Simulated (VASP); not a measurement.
# LiF (I4/mmm) in VASP: single point with r2SCAN

Aim: the single point of LiF with r2SCAN.

Program: VASP 6.6.1. These are calculated values, not measurements. Logs are shortened: lines on timing, memory, paths and dates and some standing lists are left out, and cuts for length are marked.

## 1. The cell of the first run

The structure is tetragonal, space group I4/mmm (No. 139). Conventional cell: a = 2.848 Å, b = 2.848 Å, c = 4.481 Å, α = 90.00°, β = 90.00°, γ = 90.00°. Li (site symmetry 4/mmm) has 6 F at 2.01 to 2.24 Å within 2.7 Å. Within 2.7 Å of F (site symmetry 4/mmm) lie 6 Li at 2.01 to 2.24 Å.

## 2. Single point, r2SCAN (strain +0.1125 x Voigt [1, 0, 0, 0, 0, 0])

POSCAR

```
LiF
1.0
    0.0000000000      2.0140000000      2.0140000000
    2.2405750000      0.0000000000      2.0140000000
    2.2405750000      2.0140000000      0.0000000000
Li F
1 1
Direct
    0.0000000000      0.0000000000      0.0000000000
    0.5000000000      0.5000000000      0.5000000000
```

INCAR.step1

```
PREC = Accurate
ENCUT = 1490
ISMEAR = 0
SIGMA = 0.05
LREAL = False
LASPH = True
NELM = 120
NBANDS = 12
GGA = PE
ALGO = Normal
EDIFF = 1E-5
LWAVE = True
LCHARG = False
GGA_COMPAT = False
```

INCAR.step2

```
PREC = Accurate
ENCUT = 1490
EDIFF = 1E-6
ISMEAR = 0
SIGMA = 0.05
LREAL = False
LASPH = True
NELM = 120
ALGO = Normal
ISIF = 2
LWAVE = False
LCHARG = False
METAGGA = R2SCAN
LMIXTAU = True
NBANDS = 12
ISTART = 1
GGA_COMPAT = False
```

KPOINTS

```
regular mesh
0
Gamma
  10 10 10
```

Potentials or basis: VASP PAW PBE potentials, release 64 (Li_sv, F_h).

Command:

```sh
cat potpaw_PBE.64/Li_sv/POTCAR potpaw_PBE.64/F_h/POTCAR > POTCAR
cp INCAR.step1 INCAR
mpirun -np 1 vasp_std > vasp.out
cp INCAR.step2 INCAR
mpirun -np 1 vasp_std > vasp.out
```

OUTCAR:

```text
PREC = Accurate
   ENCUT = 1490
   EDIFF = 1E-6
   ISMEAR = 0
   LREAL = False
   LASPH = True
   NELM = 120
   ISIF = 2
   METAGGA = R2SCAN
   ISTART = 1

 ion  position               nearest neighbor table
   1  0.000  0.000  0.000-   2 2.01   2 2.01   2 2.01   2 2.01
   2  0.500  0.500  0.500-   1 2.01   1 2.01   1 2.01   1 2.01

  LATTYP: Found a body centered tetragonal cell.
 ALAT       =     2.8482261146
 C/A-ratio  =     1.5733125881

  Lattice vectors:

 A1 = (   2.2405750000,   0.0000000000,   2.0140000000)
 A2 = (   2.2405750000,   0.0000000000,  -2.0140000000)
 A3 = (  -2.2405750000,   2.0140000000,   0.0000000000)

Analysis of symmetry for initial positions (statically):
=====================================================================
 Subroutine PRICEL returns:
 Original cell was already a primitive cell.

 Routine SETGRP: Setting up the symmetry group for a
 body centered tetragonal supercell.

 Subroutine GETGRP returns: Found 16 space group operations
 (whereof 16 operations were pure point group operations)
 out of a pool of 16 trial point group operations.

The static configuration has the point symmetry D_4h.

Analysis of symmetry for dynamics (positions and initial velocities):
=====================================================================
 Subroutine PRICEL returns:
 Original cell was already a primitive cell.

 Routine SETGRP: Setting up the symmetry group for a
 body centered tetragonal supercell.

 Subroutine GETGRP returns: Found 16 space group operations
 (whereof 16 operations were pure point group operations)
 out of a pool of 16 trial point group operations.

The dynamic configuration has the point symmetry D_4h.

 Subroutine INISYM returns: Found 16 space group operations
 (whereof 16 operations are pure point group operations),
 and found     1 'primitive' translations

----------------------------------------------------------------------------------------

                                     Primitive cell

  volume of cell :      18.1764

  direct lattice vectors                    reciprocal lattice vectors
     0.000000000  2.014000000  2.014000000    -0.223157002  0.248262165  0.248262165
     2.240575000  0.000000000  2.014000000     0.223157002 -0.248262165  0.248262165
     2.240575000  2.014000000  0.000000000     0.223157002  0.248262165 -0.248262165

  length of vectors
     2.848226115  3.012701832  3.012701832     0.416013525  0.416013525  0.416013525

  position of ions in fractional coordinates (direct lattice)
     0.000000000  0.000000000  0.000000000
     0.500000000  0.500000000  0.500000000

  ion indices of the primitive-cell ions
   primitive index   ion index
                 1           1
                 2           2

----------------------------------------------------------------------------------------

 KPOINTS: regular mesh

Automatic generation of k-mesh.
 Grid dimensions read from file:
 generate k-points for:   10   10   10

 Generating k-lattice:

  Cartesian coordinates                     Fractional coordinates (reciprocal lattice)
    -0.022315700  0.024826216  0.024826216     0.100000000  0.000000000  0.000000000
     0.022315700 -0.024826216  0.024826216     0.000000000  0.100000000  0.000000000
     0.022315700  0.024826216 -0.024826216     0.000000000  0.000000000  0.100000000

  Length of vectors
     0.041601352  0.041601352  0.041601352

  Shift w.r.t. Gamma in fractional coordinates (k-lattice)
     0.000000000  0.000000000  0.000000000

 Subroutine IBZKPT returns following result:
 ===========================================

 Found    102 irreducible k-points:

 Following reciprocal coordinates:
            Coordinates               Weight
  0.000000  0.000000  0.000000      1.000000
  0.100000  0.000000  0.000000      8.000000
  0.200000  0.000000  0.000000      8.000000
  0.300000 -0.000000 -0.000000      8.000000
  0.400000  0.000000  0.000000      8.000000
  0.500000  0.000000  0.000000      4.000000
[... 16 lines left out ...]
  0.300000  0.300000  0.000000      4.000000
  0.400000  0.300000 -0.000000     16.000000
 [... further k-points ...]
   k-points           NKPTS =    102   k-points in BZ     NKDIM =    102   number of bands    NBANDS=     12
   number of dos      NEDOS =    301   number of ions     NIONS =      2
   total plane-waves  NPLWV =  57600
   dimension x,y,z NGX =    36 NGY =   40 NGZ =   40
   dimension x,y,z NGXF=    72 NGYF=   80 NGZF=   80
   ions per type =               1   1
   NGX,Y,Z   is equivalent  to a cutoff of  21.01, 22.07, 22.07 a.u.
   NGXF,Y,Z  is equivalent  to a cutoff of  42.03, 44.15, 44.15 a.u.
 SYSTEM =  unknown system
   PREC   = accura    normal or accurate (medium, high low for compatibility)
   ISTART =      1    job   : 0-new  1-cont  2-samecut
   ICHARG =      0    charge: 1-file 2-atom 10-const
   ISPIN  =      1    spin polarized calculation?
   LNONCOLLINEAR =      F non collinear calculations
   LSORBIT =      F    spin-orbit coupling
   LASPH  =      T    aspherical Exc in radial PAW
   ENCUT  = 1490.0 eV 109.51 Ry   10.46 a.u.   8.96  9.48  9.48*2*pi/ulx,y,z
   NELM   =    120;   NELMIN=  2; NELMDL=  0     # of ELM steps
   EDIFF  = 0.1E-05   stopping-criterion for ELM
   LREAL  =      F    real-space projection
   EDIFFG = 0.1E-04   stopping-criterion for IOM
   NSW    =      0    number of steps for IOM
   IBRION =     -1    ionic relax: 0-MD 1-quasi-New 2-CG
   NFREE  =      0    steps in history (QN), initial steepest desc. (CG)
   ISIF   =      2    stress and relaxation
   ISYM   =      2    0-nonsym 1-usesym 2-fastsym
   POTIM  = 0.5000    time-step for ionic-motion
   TEBEG  =    0.0;   TEEND  =   0.0 temperature during run
   PSTRESS=    0.0 pullay stress
   NELECT =      10.0000    total number of electrons
   NUPDOWN=      -1.0000    fix difference up-down
   EMIN   =  10.00;   EMAX   =-10.00  energy-range for DOS
   EFERMI =   0.00;   METHOD = LEGACY
   ISMEAR =     0;   SIGMA  =   0.05  broadening in eV -4-tet -1-fermi 0-gaus
   EFERMI_NEDOS =   21; number of points for ismear=-14 and -15
   IALGO  =     38    algorithm
   IMIX   =      4    mixing-type and parameters
     AMIX     =   0.40;   BMIX     =  1.00
     AMIX_MAG =   1.60;   BMIX_MAG =  1.00
  volume/ion in A,a.u.               =       9.09        61.33
  Fermi-wavevector in a.u.,A,eV,Ry     =   1.341442  2.534959 24.483244  1.799468
  Thomas-Fermi vector in A             =   2.469676
   LORBIT       =      0    0 simple, 1 ext, 2 COOP (PROOUT), +10 PAW based schemes
   METAGGA = R2SCAN    functional components
   LHFCALC =     F    Hartree Fock is set to
   AEXX    =    0.0000 exact exchange contribution
   IVDW    =     0    specifies the selected vdW correction
   LEPSILON=     F    determine dielectric tensor
   LRPA    =     F    only Hartree local field effects (RPA)
 non-spin polarized calculation
 Gauss-broadening in eV      SIGMA  =   0.05
  energy-cutoff  :     1490.00
  volume of cell :       18.18
 maximum number of plane-waves:      2400
   NGX = 17   NGY = 19   NGZ = 19

 number of electron      10.0000000 magnetization

 Free energy of the ion-electron system (eV)
  ---------------------------------------------------
  ext. energy  EPLUGINS =         0.00000000
  ---------------------------------------------------
  free energy    TOTEN  =       -11.83569997 eV

  energy without entropy =      -11.83569997  energy(sigma->0) =      -11.83569997

 E-fermi :  -1.2642     XC(G=0):  -9.9714

 val. band max:       -1.7008195614   @ k =   0.0000   0.0000   0.0000
 cond. band min:       7.4725145816   @ k =   0.0000   0.0000   0.0000
 fundamental gap:      9.1733341430
 Fermi energy:        -1.2642375907

 k-point     1 :       0.0000    0.0000    0.0000
  band No.  band energies     occupation
      1     -44.0286      2.00000
      2     -22.6124      2.00000
      3      -1.8527      2.00000
      4      -1.8527      2.00000
      5      -1.7008      2.00000
      6       7.4725      0.00000
      7      21.2781      0.00000
      8      22.2949      0.00000
      9      23.1018      0.00000
     10      23.1021      0.00000
     11      23.6784      0.00000
     12      23.6784      0.00000

 k-point     2 :       0.1000    0.0000    0.0000
  band No.  band energies     occupation
      1     -44.0251      2.00000
      2     -22.5822      2.00000
      3      -2.0678      2.00000
      4      -1.8574      2.00000
      5      -1.7657      2.00000
      6       7.7610      0.00000
      7      19.6632      0.00000
      8      20.8398      0.00000
      9      22.2925      0.00000
     10      23.4251      0.00000
     11      24.2675      0.00000
     12      24.4306      0.00000

 k-point     3 :       0.2000    0.0000    0.0000
  band No.  band energies     occupation
      1     -44.0158      2.00000
      2     -22.5018      2.00000
      3      -2.6467      2.00000
      4      -1.8689      2.00000
      5      -1.8655      2.00000
      6       8.4358      0.00000
      7      17.3238      0.00000
      8      19.2998      0.00000
      9      21.0049      0.00000
     10      24.3950      0.00000
     11      25.3636      0.00000
     12      25.4656      0.00000
[... 286 lines left out ...]
 k-point    23 :       0.3000    0.3000    0.0000
  band No.  band energies     occupation
      1     -43.9937      2.00000
      2     -22.2731      2.00000
      3      -3.3938      2.00000
      4      -2.6414      2.00000
      5      -2.1820      2.00000
      6      10.8370      0.00000
      7      16.3113      0.00000
      8      17.8911      0.00000
      9      18.1825      0.00000
     10      19.3286      0.00000
     11      31.2420      0.00000
     12      32.9046      0.00000

 k-point    24 :       0.4000    0.3000   -0.0000
  band No.  band energies     occupation
      1     -43.9865      2.00000
      2     -22.1848      2.00000
      3      -3.7648      2.00000
      4      -2.7775      2.00000
      5      -2.3147      2.00000
      6      11.7693      0.00000
      7      15.0825      0.00000
      8      17.5615      0.00000
      9      18.2773      0.00000
     10      19.6093      0.00000
     11      31.3681      0.00000
     12      32.0055      0.00000

 [... further k-points ...]
[... 5 lines left out ...]
  --------------------------------------------------------------------------------------
  -------------------------------------------------------------------------------------
  Total       -1.0884488     -0.7699319     -0.7699319      0.0000000      0.0000000      0.0000000
  in kB      -95.9423149    -67.8663520    -67.8663520      0.0000000      0.0000000      0.0000000
  external PRESSURE =     -77.2250063 kB  Pullay stress =       0.0000000 kB

 VOLUME and BASIS-vectors are now :
 -----------------------------------------------------------------------------
  energy-cutoff  :     1490.00
  volume of cell :       18.18
      direct lattice vectors                 reciprocal lattice vectors
     0.000000000  2.014000000  2.014000000    -0.223157002  0.248262165  0.248262165
     2.240575000  0.000000000  2.014000000     0.223157002 -0.248262165  0.248262165
     2.240575000  2.014000000  0.000000000     0.223157002  0.248262165 -0.248262165

 POSITION                                       TOTAL-FORCE (eV/Angst)
 -----------------------------------------------------------------------------------
      0.00000      0.00000      0.00000         0.000000      0.000000      0.000000
      2.24058      2.01400      2.01400         0.000000      0.000000      0.000000
 -----------------------------------------------------------------------------------
    total drift:                                0.000000      0.000000      0.000000

  FREE ENERGIE OF THE ION-ELECTRON SYSTEM (eV)
  ---------------------------------------------------
  free  energy   TOTEN  =       -11.8356999692 eV

  energy  without entropy=      -11.8356999692  energy(sigma->0) =      -11.83569997
```

It took 2.1 min on 1 thread of Intel Xeon 6975P-C (Granite Rapids), shared host; peak memory 0.29 GiB.

Results:

```yaml
Free_energy: -11.8357 eV
Pressure: -7.7 GPa
Band_gap_on_the_k_mesh: 9.17 eV
```

Levels at points of the mesh, in eV from the valence-band top:
```csv
k point,band 3,band 4,band 5,band 6,band 7,band 8
"(0.00, 0.00, 0.00)",-0.15,-0.15,0.00,9.17,22.98,24.00
"(0.50, 0.00, 0.00)",-2.26,-0.39,-0.19,11.19,16.70,18.69
"(0.50, 0.50, 0.00)",-2.65,-1.33,-0.74,15.62,16.52,17.78
"(0.00, 0.50, 0.50)",-2.67,-0.77,-0.77,13.79,17.65,17.85
```

Caveat: the cell differs from its parent crystal (strain +0.1125 x Voigt [1, 0, 0, 0, 0, 0]); the cell stands under tension; the PAW data sets were made with another functional, which shifts forces and pressure a little. A k mesh can miss the band edges.
